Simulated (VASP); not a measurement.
Set up this calculation in VASP 6.6.1, as the native input.

```
Task                   : relaxation of shape and atoms at fixed volume
Functional             : PBEsol
Potentials or basis    : VASP PAW PBE potentials, release 64 (Al, Ni)
Cutoff                 : 600 eV
k mesh                 : 12 × 12 × 8
Occupations            : gaussian, width 0.1 eV
Spin                   : no spin polarisation
Dipole correction      : no
Further INCAR settings : ALGO = Fast; EDIFF = 1e-06; IBRION = 2; EDIFFG = -0.01; NSW = 50; ISIF = 4
```

The structure of Al3Ni2 lies in POSCAR:

```
Al3Ni2
1.0
    4.1349516837      0.0000000000      0.0000000000
   -2.0674758418      3.5809732016      0.0000000000
    0.0000000000      0.0000000000      5.0100459524
Al Ni
3 2
Direct
    0.0000000000      0.0000000000      0.0000000000
    0.3333333333      0.6666666667      0.6490167658
    0.6666666667      0.3333333333      0.3509832342
    0.3333333333      0.6666666667      0.1446368780
    0.6666666667      0.3333333333      0.8553631220
```

This cell differs from its parent crystal: volume scaled by 1.10.

The input as run:

INCAR

```
PREC     = Accurate       # precision mode
ENCUT    = 600            # plane-wave cutoff, eV
EDIFF    = 1E-6           # SCF threshold, eV
ISMEAR   = 0              # smearing method
SIGMA    = 0.1            # smearing width, eV
LREAL    = False          # projectors in reciprocal space
LASPH    = True           # aspherical terms in the spheres
NELM     = 100            # most SCF steps
ALGO     = Fast           # electronic algorithm
ISIF     = 4              # what is computed and relaxed
LWAVE    = False          # write WAVECAR
LCHARG   = False          # write CHGCAR
GGA      = PS             # functional
IBRION   = 2              # ionic algorithm
NSW      = 50             # ionic steps
EDIFFG   = -0.01          # ionic threshold
```

KPOINTS

```
regular mesh
0
Gamma
  12 12 8
```

Potentials or basis: VASP PAW PBE potentials, release 64 (Al, Ni).

The run is started by

```bash
$ cat potpaw_PBE.64/Al/POTCAR potpaw_PBE.64/Ni/POTCAR > POTCAR
$ mpirun -np 1 vasp_std > vasp.out
```

Results of the run:

- Energy gained by relaxing: 0.1 meV/atom
- Ionic steps: 5
- Pressure after relaxing: -11.0 GPa
- Largest force after relaxing: 0.007 eV/Å

Caveat: the PAW data sets were made with another functional, which shifts forces and pressure a little.

It took 15 min on 1 thread of Oxide Virtual Turin-like Processor, with other jobs on the host, peak memory 0.34 GiB.
